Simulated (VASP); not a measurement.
TiO2: single point with PBE

The system is TiO2.

```
Ti O
1.0
    -1.84528    1.84528    3.97141
     1.84528   -1.84528    3.97141
     1.84528    1.84528   -3.97141
Ti O
2 4
Direct
  0.00000 0.00000 0.00000
  0.75000 0.25000 0.50000
  0.98741 0.48741 0.50000
  0.23741 0.23741 0.00000
  0.51259 0.01259 0.50000
  0.76259 0.76259 0.00000
```

| Quantity | Value |
| --- | --- |
| Program | VASP 6.6.1 |
| Task | single point |
| Functional | PBE |
| Potentials or basis | VASP PAW PBE potentials, release 64 (Ti_sv, O) |
| Cutoff | 520 eV |
| k mesh | 10 × 10 × 10 |
| Occupations | gaussian, width 0.02 eV |
| Spin | no spin polarisation |

```yaml
Pressure: 60.8 GPa
Largest_force: 0.054 eV/Å
Band_gap_on_the_k_mesh: 1.54 eV (least direct gap 2.04 eV)
```

Forces in eV/Å, atoms in the order of the input:
```
Ti   0.000  0.000  0.000
Ti   0.000  0.000  0.000
O    0.000  0.000  0.054
O    0.000  0.000  0.054
O    0.000  0.000 -0.054
O    0.000  0.000 -0.054
```

Stress tensor (GPa, compression positive):
```
60.77  0.00  0.00
 0.00 60.77  0.00
 0.00  0.00 60.99
```

Levels at points of the mesh, in eV from the valence-band top:
```tsv
k point	band 22	band 23	band 24	band 25	band 26	band 27
(0.00, 0.00, 0.00)	-0.54	-0.50	-0.50	1.54	2.95	2.95
(0.50, 0.00, 0.00)	-1.32	-1.17	-0.68	2.57	3.79	4.20
(0.50, 0.50, 0.00)	-2.97	0.00	0.00	4.41	4.41	4.68
(0.50, 0.50, 0.50)	-1.52	-0.88	-0.88	2.35	2.35	2.39
```

Run time: 2.9 min on 1 thread of Intel(R) Xeon(R) Platinum 8559C (Emerald Rapids), with other jobs on the host, peak memory 0.29 GiB.

Caveat: the cell stands under pressure. A k mesh can miss the band edges.
